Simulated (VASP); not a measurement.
Input of a VASP 6.6.1 run:

File INCAR:

```
ALGO     = Normal         # electronic algorithm
EDIFF    = 1E-6           # SCF threshold, eV
ENCUT    = 600            # plane-wave cutoff, eV
GGA_COMPAT= False        
ISIF     = 2              # what is computed and relaxed
ISMEAR   = 0              # smearing method
LASPH    = True           # aspherical terms in the spheres
LCHARG   = False          # write CHGCAR
LREAL    = False          # projectors in reciprocal space
LWAVE    = False          # write WAVECAR
NBANDS   = 19             # bands
NELM     = 120            # most SCF steps
PREC     = Accurate       # precision mode
SIGMA    = 0.01           # smearing width, eV
```

Contents of KPOINTS:

```
k-points
0
Gamma
  4 4 4
```

POSCAR

```
CaF2
1.0
    0.0000000000      2.7310000000      2.7310000000
    2.7310000000      0.0000000000      2.7310000000
    2.7310000000      2.7310000000      0.0000000000
Ca F
1 2
Direct
    0.0000000000      0.0000000000      0.0000000000
    0.2500000000      0.2500000000      0.2500000000
    0.7500000000      0.7500000000      0.7500000000
```

Potentials or basis: VASP PAW LDA potentials, release 64 (Ca_sv, F).

Launch:

```console
$ cat potpaw_LDA.64/Ca_sv/POTCAR potpaw_LDA.64/F/POTCAR > POTCAR
$ mpirun -np 1 vasp_std > vasp.out
```

Question: Predict the pressure.

Answer: -6.1 GPa.

Question: What does it give for the band gap on the k mesh?

Answer: 6.91 eV, indirect (least direct gap 7.17 eV).

Caveat: the k points lie up to 0.50 Å⁻¹ apart. A k mesh can miss the band edges.
